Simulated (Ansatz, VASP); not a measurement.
**Zn in VASP and in Ansatz**

Contents of INCAR:

```
SYSTEM = Zn
PREC = Accurate ; ENCUT = 520
EDIFF = 1E-6 ; ISMEAR = 0
SIGMA = 0.15 ; LREAL = .FALSE.
LASPH = .TRUE. ; NELM = 100
ALGO = Fast ; ISIF = 2
LWAVE = .FALSE. ; LCHARG = .FALSE.
GGA = PS ; NBANDS = 19
```

File KPOINTS:

```
regular mesh
0
G
  24 24 10
  0 0 0
```

POSCAR

```
Zn
1.0
    2.6647980532      0.0000000000      0.0000000000
   -1.3323990266      2.2385493257      0.0000000000
    0.0000000000      0.0000000000      4.9467000000
Zn
2
Direct
    0.3333333333      0.6666666667      0.2500000000
    0.6666666667      0.3333333333      0.7500000000
```

Input for Ansatz:

```yaml
crystal:
  lattice:
    - [2.6647980532, 0.0, 0.0]
    - [-1.3323990266, 2.2385493257, 0.0]
    - [0.0, 0.0, 4.9467]
  atoms:
    - { symbol: Zn, position: [0.3333333333, 0.6666666667, 0.25] }
    - { symbol: Zn, position: [0.6666666667, 0.3333333333, 0.75] }
basis:
  ecutwfc: 420
kpoints:
  mp_grid: { grid: [24, 24, 10] }
hamiltonian:
  xc: pbesol
scf:
  occupations: { method: gaussian, width: 0.15 }
output:
  forces: true
  stress: true
  eigenvalues: true
  write_density: true
  write_potential: true
  elf: true
  volumetric_format: npy
```

Change from the starting cell: strain -0.0300 x Voigt [0, 1, 0, 0, 0, 0], atoms carried along.

Alike in both runs: task single point; functional PBEsol; k mesh 24 × 24 × 10; occupations gaussian, width 0.15 eV; no spin polarisation.

|  | VASP | Ansatz |
| --- | --- | --- |
| version | VASP 6.6.1 | Ansatz 0.2.0 |
| potentials or method | VASP PAW PBE potentials, release 64 (Zn), cutoff 520 eV | scalar-relativistic, plane waves, PAW |
| valence electrons in the cell | 24 | 24 |

```tsv
	VASP	Ansatz	Ansatz less VASP
gap on the k mesh at the Fermi level (eV)	none	none	-
pressure (GPa)	-2.0	-2.8	-0.78
traceless stress, the component that is largest in VASP (GPa)	-2.54	-2.60	-0.055
```

VASP's potentials were made for PBE, not for PBEsol. A gap of «none» marks a metal or a gap that the smearing closes.
